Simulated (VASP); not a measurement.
Write the native input for VASP 6.6.1 that does the following.

* Task: relaxation of shape and atoms at fixed volume
* Functional: PBE
* Potentials or basis: VASP PAW PBE potentials, release 64 (Br)
* Cutoff: 600 eV
* k mesh: 13 × 13 × 13
* Occupations: fermi-dirac, width 0.1 eV
* Spin: no spin polarisation
* Dipole correction: no
* Further INCAR settings: ALGO = Normal; EDIFF = 1e-06; IBRION = 2; EDIFFG = -0.005; NSW = 50; ISIF = 4

The structure of Br lies in POSCAR:

```
Br
1.0
   -2.3772702181      2.3772702181      1.6263703514
    2.3772702181     -2.3772702181      1.6263703514
    2.3772702181      2.3772702181     -1.6263703514
Br
2
Direct
   -0.3750000000     -0.1250000000     -0.2500000000
    0.3750000000      0.1250000000      0.2500000000
```

The input as run:

INCAR

```
SYSTEM = Br
ALGO     = Normal         ! electronic algorithm
EDIFF    = 1E-6           ! SCF threshold, eV
EDIFFG   = -0.005         ! ionic threshold
ENCUT    = 600            ! plane-wave cutoff, eV
GGA      = PE             ! functional
IBRION   = 2              ! ionic algorithm
ISIF     = 4              ! what is computed and relaxed
ISMEAR   = -1             ! smearing method
LASPH    = .True.         ! aspherical terms in the spheres
LCHARG   = .False.        ! write CHGCAR
LREAL    = .False.        ! projectors in reciprocal space
LWAVE    = .False.        ! write WAVECAR
NELM     = 100            ! most SCF steps
NSW      = 50             ! ionic steps
PREC     = Accurate       ! precision mode
SIGMA    = 0.1            ! smearing width, eV
```

KPOINTS

```
k-points
0
Gamma
  13 13 13
  0 0 0
```

Potentials or basis: VASP PAW PBE potentials, release 64 (Br).

Run with:

```sh
$ cat potpaw_PBE.64/Br/POTCAR > POTCAR
$ mpirun -np 1 vasp_std > vasp.out
```

Results of the run:

| Property | Result |
| --- | --- |
| Energy gained by relaxing | 285.4 meV/atom |
| Ionic steps | 10 |
| Pressure after relaxing | 42.3 GPa |
| Band gap on the k mesh | zero (bands 7 and 8 overlap by 5.40 eV) |

It took 5.2 min on 1 thread of Intel(R) Xeon(R) Platinum 8488C (Sapphire Rapids) (shared host), peak memory 0.23 GiB.
